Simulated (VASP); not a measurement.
Write the native input for VASP 6.6.1 that does the following.

```
Task                   : single point
Functional             : PBEsol
Potentials or basis    : VASP PAW PBE potentials, release 64 (Al, N)
Cutoff                 : 520 eV
k mesh                 : 8 × 8 × 3
Occupations            : gaussian, width 0.05 eV
Spin                   : no spin polarisation
Dipole correction      : no
Further INCAR settings : ALGO = Normal; EDIFF = 1e-07; NBANDS = 26
```

The structure of AlN lies in POSCAR:

```
AlN
1.0
   -3.1135599822      0.0000000000      0.0000000000
   -1.5567799911     -2.6964220408      0.0000000000
    0.0000000000      0.0000000000     11.1667009506
Al N
4 4
Direct
    0.3333333333      0.3333333333      0.8073048133
    0.3333333333      0.3333333333      0.3610359916
    0.6666666667      0.6666666667      0.1379015808
    0.6666666667      0.6666666667      0.5841704025
    0.3333333333      0.3333333333      0.0852328300
    0.3333333333      0.3333333333      0.5315016517
    0.6666666667      0.6666666667      0.3083672409
    0.6666666667      0.6666666667      0.7546360626
```

These files were run (other wordings do the same):

INCAR

```
PREC = Accurate
ENCUT = 520
EDIFF = 1E-7
ISMEAR = 0
SIGMA = 0.05
LREAL = False
LASPH = True
NELM = 60
ALGO = Normal
ISIF = 2
LWAVE = False
LCHARG = False
GGA = PS
NBANDS = 26
```

KPOINTS

```
regular mesh
0
Gamma
  8 8 3
```

Potentials or basis: VASP PAW PBE potentials, release 64 (Al, N).

The run is started by

```sh
$ cat potpaw_PBE.64/Al/POTCAR potpaw_PBE.64/N/POTCAR > POTCAR
$ mpirun -np 1 vasp_std > vasp.out
```

Results of the run:

The pressure is -4.0 GPa, the largest force is 2.247 eV/Å and the band gap on the k mesh is 0.47 eV, direct.

Caveat: the PAW data sets were made with another functional, which shifts forces and pressure a little.

Wall time 2.4 min on 1 thread of AMD EPYC 7R13, with other jobs on the host, peak memory 0.19 GiB.
